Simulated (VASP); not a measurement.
Input of a VASP 6.6.1 run:

POSCAR

```
Mo
1.0
   -1.6143010825      1.6143010825      1.6143010825
    1.6143010825     -1.6143010825      1.6143010825
    1.6143010825      1.6143010825     -1.6143010825
Mo
1
Direct
    0.0000000000      0.0000000000      0.0000000000
```

File INCAR.step1:

```
PREC     = Accurate       # precision mode
ENCUT    = 520            # plane-wave cutoff, eV
ISMEAR   = -1             # smearing method
SIGMA    = 0.05           # smearing width, eV
LREAL    = F              # projectors in reciprocal space
LASPH    = T              # aspherical terms in the spheres
NELM     = 100            # most SCF steps
NBANDS   = 13             # bands
GGA      = PE             # functional
ALGO     = Normal         # electronic algorithm
EDIFF    = 1E-4           # SCF threshold, eV
LWAVE    = T              # write WAVECAR
LCHARG   = F              # write CHGCAR
```

INCAR.step2

```
PREC     = Accurate       # precision mode
ENCUT    = 520            # plane-wave cutoff, eV
EDIFF    = 1E-6           # SCF threshold, eV
ISMEAR   = -1             # smearing method
SIGMA    = 0.05           # smearing width, eV
LREAL    = F              # projectors in reciprocal space
LASPH    = T              # aspherical terms in the spheres
NELM     = 100            # most SCF steps
ALGO     = Normal         # electronic algorithm
ISIF     = 2              # what is computed and relaxed
LWAVE    = F              # write WAVECAR
LCHARG   = F              # write CHGCAR
METAGGA  = R2SCAN         # meta-GGA
LMIXTAU  = T            
NBANDS   = 13             # bands
ISTART   = 1
```

KPOINTS

```
Automatic mesh
0
Gamma
  13 13 13
```

Potentials or basis: VASP PAW PBE potentials, release 64 (Mo_sv).

Run with:

```bash
$ cat potpaw_PBE.64/Mo_sv/POTCAR > POTCAR
$ cp INCAR.step1 INCAR
$ mpirun -np 1 vasp_std > vasp.out
$ cp INCAR.step2 INCAR
$ mpirun -np 1 vasp_std > vasp.out
```

(1) What does it give for the band gap on the k mesh?

(2) Estimate the pressure.

## Answers

(1) zero (band 7 reaches 14.75 eV, above the bottom of band 8 at 10.09 eV).

(2) -16.0 GPa.

Caveat: the PAW data sets were made with another functional, which shifts forces and pressure a little.
